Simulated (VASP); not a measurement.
# Cd3Te2S (P-4m2) in VASP: a series of runs

Cd3Te2S is run at these levels: PBE; tasks: single point, relaxation of cell and atoms.

All numbers are computed with VASP 6.6.1; they aren't measurements. Logs are shortened: lines on timing, memory, paths and dates and some standing lists are left out, and cuts for length are marked.

**1. The cell of the first run**

The structure is tetragonal, space group P-4m2 (No. 115). The conventional cell has a = 3.961 Å, b = 3.961 Å, c = 11.237 Å, α = 90.00°, β = 90.00°, γ = 90.00°. Cd (site symmetry -4m2) has 4 S at 2.80 Å within 3.7 Å. Cd (site symmetry 2mm) has 5 Te at 2.95 to 3.03 Å and 8 Cd at 3.50 to 3.96 Å within 4.0 Å. Within 4.2 Å of Te (site symmetry 2mm) lie 7 Cd at 2.95 to 4.14 Å and 4 Te at 3.96 Å and 2 S at 4.14 Å. S (site symmetry -4m2) has 4 Cd at 2.80 Å within 3.7 Å.

The cell was generated, and may not be a known phase.

**2. Single point, PBE**

The input, INCAR:

```
ALGO = Normal
EDIFF = 1E-6
ENCUT = 520
GGA = PE
ISIF = 2
ISMEAR = 0
LASPH = True
LCHARG = True
LELF = True
LREAL = False
LVHAR = True
LWAVE = False
NBANDS = 36
NELM = 60
PREC = Accurate
SIGMA = 0.1
```

The input, KPOINTS:

```
k-points
0
Gamma
  4 4 4
```

The input, POSCAR:

```
Cd3Te2S
1.0
    3.9614715046      0.0000000000      0.0000000000
    0.0000000000      3.9614715046      0.0000000000
    0.0000000000      0.0000000000     11.2373911578
Cd Te S
3 2 1
Direct
    0.0000000000      0.0000000000      0.0000000000
    0.5000000000      0.0000000000      0.5930802163
    0.0000000000      0.5000000000      0.4069197837
    0.5000000000      0.0000000000      0.3234950872
    0.0000000000      0.5000000000      0.6765049128
    0.5000000000      0.5000000000      0.0000000000
```

Potentials or basis: VASP PAW PBE potentials, release 64 (Cd, Te, S).

The run is started by

```bash
> cat potpaw_PBE.64/Cd/POTCAR potpaw_PBE.64/Te/POTCAR potpaw_PBE.64/S/POTCAR > POTCAR
> mpirun -np 1 vasp_std > vasp.out
```

OUTCAR:

```text
EDIFF = 1E-6
   ENCUT = 520
   GGA = PE
   ISIF = 2
   ISMEAR = 0
   LASPH = True
   LREAL = False
   NELM = 60
   PREC = Accurate

 ion  position               nearest neighbor table
   1  0.000  0.000  0.000-   6 2.80   6 2.80   6 2.80   6 2.80
   2  0.500  0.000  0.593-   5 2.95   5 2.95   5 2.95   5 2.95   4 3.03   3 3.50   3 3.50   3 3.50
                             3 3.50
   3  0.000  0.500  0.407-   4 2.95   4 2.95   4 2.95   4 2.95   5 3.03   2 3.50   2 3.50   2 3.50
                             2 3.50
   4  0.500  0.000  0.323-   3 2.95   3 2.95   3 2.95   3 2.95   2 3.03
   5  0.000  0.500  0.677-   2 2.95   2 2.95   2 2.95   2 2.95   3 3.03
   6  0.500  0.500  0.000-   1 2.80   1 2.80   1 2.80   1 2.80

  LATTYP: Found a simple tetragonal cell.
 ALAT       =     3.9614715046
 C/A-ratio  =     2.8366709554

  Lattice vectors:

 A1 = (   3.9614715046,   0.0000000000,   0.0000000000)
 A2 = (   0.0000000000,   3.9614715046,   0.0000000000)
 A3 = (   0.0000000000,   0.0000000000,  11.2373911578)

Analysis of symmetry for initial positions (statically):
=====================================================================
 Subroutine PRICEL returns:
 Original cell was already a primitive cell.

 Routine SETGRP: Setting up the symmetry group for a
 simple tetragonal supercell.

 Subroutine GETGRP returns: Found  8 space group operations
 (whereof  8 operations were pure point group operations)
 out of a pool of 16 trial point group operations.

The static configuration has the point symmetry D_2d.

Analysis of symmetry for dynamics (positions and initial velocities):
=====================================================================
 Subroutine PRICEL returns:
 Original cell was already a primitive cell.

 Routine SETGRP: Setting up the symmetry group for a
 simple tetragonal supercell.

 Subroutine GETGRP returns: Found  8 space group operations
 (whereof  8 operations were pure point group operations)
 out of a pool of 16 trial point group operations.

The dynamic configuration has the point symmetry D_2d.

 Subroutine INISYM returns: Found  8 space group operations
 (whereof  8 operations are pure point group operations),
 and found     1 'primitive' translations

----------------------------------------------------------------------------------------

                                     Primitive cell

  volume of cell :     176.3513

  direct lattice vectors                    reciprocal lattice vectors
     3.961471505  0.000000000  0.000000000     0.252431451  0.000000000  0.000000000
     0.000000000  3.961471505  0.000000000     0.000000000  0.252431451  0.000000000
     0.000000000  0.000000000 11.237391158     0.000000000  0.000000000  0.088988626

  length of vectors
     3.961471505  3.961471505 11.237391158     0.252431451  0.252431451  0.088988626

  position of ions in fractional coordinates (direct lattice)
     0.000000000  0.000000000  0.000000000
     0.500000000  0.000000000  0.593080216
     0.000000000  0.500000000  0.406919784
     0.500000000  0.000000000  0.323495087
     0.000000000  0.500000000  0.676504913
     0.500000000  0.500000000  0.000000000

  ion indices of the primitive-cell ions
   primitive index   ion index
                 1           1
                 2           2
                 3           3
                 4           4
                 5           5
                 6           6

----------------------------------------------------------------------------------------

 KPOINTS: k-points

Automatic generation of k-mesh.
 Grid dimensions read from file:
 generate k-points for:    4    4    4

 Generating k-lattice:

  Cartesian coordinates                     Fractional coordinates (reciprocal lattice)
     0.063107863  0.000000000  0.000000000     0.250000000  0.000000000  0.000000000
     0.000000000  0.063107863  0.000000000     0.000000000  0.250000000  0.000000000
     0.000000000  0.000000000  0.022247157     0.000000000  0.000000000  0.250000000

  Length of vectors
     0.063107863  0.063107863  0.022247157

  Shift w.r.t. Gamma in fractional coordinates (k-lattice)
     0.000000000  0.000000000  0.000000000

 Subroutine IBZKPT returns following result:
 ===========================================

 Found     18 irreducible k-points:

 Following reciprocal coordinates:
            Coordinates               Weight
  0.000000  0.000000  0.000000      1.000000
  0.250000  0.000000  0.000000      4.000000
  0.500000  0.000000  0.000000      2.000000
  0.250000  0.250000  0.000000      4.000000
  0.500000  0.250000  0.000000      4.000000
  0.500000  0.500000  0.000000      1.000000
[... 10 lines left out ...]
  0.500000  0.250000  0.500000      4.000000
  0.500000  0.500000  0.500000      1.000000
   k-points           NKPTS =     18   k-points in BZ     NKDIM =     18   number of bands    NBANDS=     36
   number of dos      NEDOS =    301   number of ions     NIONS =      6
   total plane-waves  NPLWV =  75600
   dimension x,y,z NGX =    30 NGY =   30 NGZ =   84
   dimension x,y,z NGXF=    60 NGYF=   60 NGZF=  168
   ions per type =               3   2   1
   NGX,Y,Z   is equivalent  to a cutoff of  12.59, 12.59, 12.43 a.u.
   NGXF,Y,Z  is equivalent  to a cutoff of  25.18, 25.18, 24.85 a.u.
 SYSTEM =  unknown system
   PREC   = accura    normal or accurate (medium, high low for compatibility)
   ISTART =      0    job   : 0-new  1-cont  2-samecut
   ICHARG =      2    charge: 1-file 2-atom 10-const
   ISPIN  =      1    spin polarized calculation?
   LNONCOLLINEAR =      F non collinear calculations
   LSORBIT =      F    spin-orbit coupling
   LASPH  =      T    aspherical Exc in radial PAW
   ENCUT  =  520.0 eV  38.22 Ry    6.18 a.u.   7.37  7.37 20.89*2*pi/ulx,y,z
   NELM   =     60;   NELMIN=  2; NELMDL= -5     # of ELM steps
   EDIFF  = 0.1E-05   stopping-criterion for ELM
   LREAL  =      F    real-space projection
   EDIFFG = 0.1E-04   stopping-criterion for IOM
   NSW    =      0    number of steps for IOM
   IBRION =     -1    ionic relax: 0-MD 1-quasi-New 2-CG
   NFREE  =      0    steps in history (QN), initial steepest desc. (CG)
   ISIF   =      2    stress and relaxation
   ISYM   =      2    0-nonsym 1-usesym 2-fastsym
   POTIM  = 0.5000    time-step for ionic-motion
   TEBEG  =    0.0;   TEEND  =   0.0 temperature during run
   PSTRESS=    0.0 pullay stress
   NELECT =      54.0000    total number of electrons
   NUPDOWN=      -1.0000    fix difference up-down
   EMIN   =  10.00;   EMAX   =-10.00  energy-range for DOS
   EFERMI =   0.00;   METHOD = LEGACY
   ISMEAR =     0;   SIGMA  =   0.10  broadening in eV -4-tet -1-fermi 0-gaus
   EFERMI_NEDOS =   21; number of points for ismear=-14 and -15
   IALGO  =     38    algorithm
   IMIX   =      4    mixing-type and parameters
     AMIX     =   0.40;   BMIX     =  1.00
     AMIX_MAG =   1.60;   BMIX_MAG =  1.00
  volume/ion in A,a.u.               =      29.39       198.35
  Fermi-wavevector in a.u.,A,eV,Ry     =   1.103435  2.085189 16.566014  1.217568
  Thomas-Fermi vector in A             =   2.239892
   LORBIT       =      0    0 simple, 1 ext, 2 COOP (PROOUT), +10 PAW based schemes
   GGA     = PE    functional components
   LHFCALC =     F    Hartree Fock is set to
   AEXX    =    0.0000 exact exchange contribution
   IVDW    =     0    specifies the selected vdW correction
   LEPSILON=     F    determine dielectric tensor
   LRPA    =     F    only Hartree local field effects (RPA)
 non-spin polarized calculation
 Gauss-broadening in eV      SIGMA  =   0.10
  energy-cutoff  :      520.00
  volume of cell :      176.35
 maximum number of plane-waves:      4806
 NGX is ok and might be reduce to    30
   NGX = 15   NGY = 15   NGZ = 41

 number of electron      54.0000027 magnetization

 Free energy of the ion-electron system (eV)
  ---------------------------------------------------
  ext. energy  EPLUGINS =         0.00000000
  ---------------------------------------------------
  free energy    TOTEN  =       -13.47396370 eV

  energy without entropy =      -13.46326813  energy(sigma->0) =      -13.46861592

 E-fermi :   2.9407     XC(G=0):  -9.1456

 val. band max:        2.8870256561   @ k =   0.0000   0.0000   0.2500
 cond. band min:       2.9651623454   @ k =   0.0000   0.0000   0.5000
 fundamental gap:      0.0781366893
 Fermi energy:         2.9407229339

 k-point     1 :       0.0000    0.0000    0.0000
  band No.  band energies     occupation
      1      -9.1946      2.00000
      2      -8.8741      2.00000
      3      -8.7207      2.00000
      4      -6.1243      2.00000
      5      -5.9896      2.00000
      6      -5.9581      2.00000
[... 28 lines left out ...]
     35       9.1173      0.00000
     36       9.1173      0.00000

 k-point     2 :       0.2500    0.0000    0.0000
  band No.  band energies     occupation
      1      -8.8286      2.00000
      2      -8.5954      2.00000
      3      -8.4769      2.00000
      4      -6.1073      2.00000
      5      -6.0621      2.00000
      6      -6.0098      2.00000
[... 28 lines left out ...]
     35       9.2313      0.00000
     36       9.5429      0.00000

 k-point     3 :       0.5000    0.0000    0.0000
  band No.  band energies     occupation
      1      -8.3373      2.00000
      2      -8.2917      2.00000
      3      -8.1688      2.00000
      4      -6.1510      2.00000
      5      -6.1498      2.00000
      6      -6.0667      2.00000
[... 28 lines left out ...]
     35       7.7768      0.00000
     36       7.7956      0.00000
[... 508 lines left out ...]
 k-point    17 :       0.5000    0.2500    0.5000
  band No.  band energies     occupation
      1      -8.3270      2.00000
      2      -8.2699      2.00000
      3      -8.2263      2.00000
      4      -6.0601      2.00000
      5      -6.0548      2.00000
      6      -5.9862      2.00000
[... 28 lines left out ...]
     35       8.4524      0.00000
     36       9.9158      0.00000

 k-point    18 :       0.5000    0.5000    0.5000
  band No.  band energies     occupation
      1      -8.3448      2.00000
      2      -8.2548      2.00000
      3      -8.2548      2.00000
      4      -6.0943      2.00000
      5      -6.0893      2.00000
      6      -5.8692      2.00000
[... 28 lines left out ...]
     35       8.6084      0.00000
     36       9.0459      0.00000

------------------------ aborting loop because EDIFF is reached ----------------------------------------

  FORCE on cell =-STRESS in cart. coord.  units (eV):
  Direction    XX          YY          ZZ          XY          YZ          ZX
  --------------------------------------------------------------------------------------
  -------------------------------------------------------------------------------------
  Total        0.1937088      0.1937088      0.1802549      0.0000000      0.0000000      0.0000000
  in kB        1.7598735      1.7598735      1.6376428      0.0000000      0.0000000      0.0000000
  external PRESSURE =       1.7191299 kB  Pullay stress =       0.0000000 kB

 VOLUME and BASIS-vectors are now :
 -----------------------------------------------------------------------------
  energy-cutoff  :      520.00
  volume of cell :      176.35
      direct lattice vectors                 reciprocal lattice vectors
     3.961471505  0.000000000  0.000000000     0.252431451  0.000000000  0.000000000
     0.000000000  3.961471505  0.000000000     0.000000000  0.252431451  0.000000000
     0.000000000  0.000000000 11.237391158     0.000000000  0.000000000  0.088988626

 POSITION                                       TOTAL-FORCE (eV/Angst)
 -----------------------------------------------------------------------------------
      0.00000      0.00000      0.00000         0.000000      0.000000      0.000000
      1.98074      0.00000      6.66467         0.000000      0.000000      0.003884
      0.00000      1.98074      4.57272        -0.000000      0.000000     -0.003884
      1.98074      0.00000      3.63524        -0.000000      0.000000     -0.039976
      0.00000      1.98074      7.60215        -0.000000      0.000000      0.039976
      1.98074      1.98074      0.00000        -0.000000     -0.000000      0.000000
 -----------------------------------------------------------------------------------
    total drift:                                0.000000      0.000000     -0.000000

  FREE ENERGIE OF THE ION-ELECTRON SYSTEM (eV)
  ---------------------------------------------------
  free  energy   TOTEN  =       -13.4739637037 eV

  energy  without entropy=      -13.4632681346  energy(sigma->0) =      -13.46861592
```

Wall time 60 s (1 thread of Intel Xeon 6975P-C (Granite Rapids), shared host); peak memory 0.31 GiB.

Results:

* Free energy: -13.4740 eV
* Pressure: 0.2 GPa
* Largest force: 0.040 eV/Å
* Band gap on the k mesh: zero (bands 27 and 28 overlap by 0.65 eV)

Forces in eV/Å, atoms in the order of the input:
```
Cd   0.000  0.000  0.000
Cd   0.000  0.000  0.004
Cd   0.000  0.000 -0.004
Te   0.000  0.000 -0.040
Te   0.000  0.000  0.040
S    0.000  0.000  0.000
```

Caveat: the k points lie up to 0.40 Å⁻¹ apart, too coarse for converged energies and pressures of a metal; semilocal functionals underestimate gaps, and a narrow one can read as zero; spin-orbit coupling is left out, which moves the levels of the heavy elements.

(Continued in part 2 of 2.)

The gap in the log of VASP goes by the Fermi energy; the results here count the filled bands.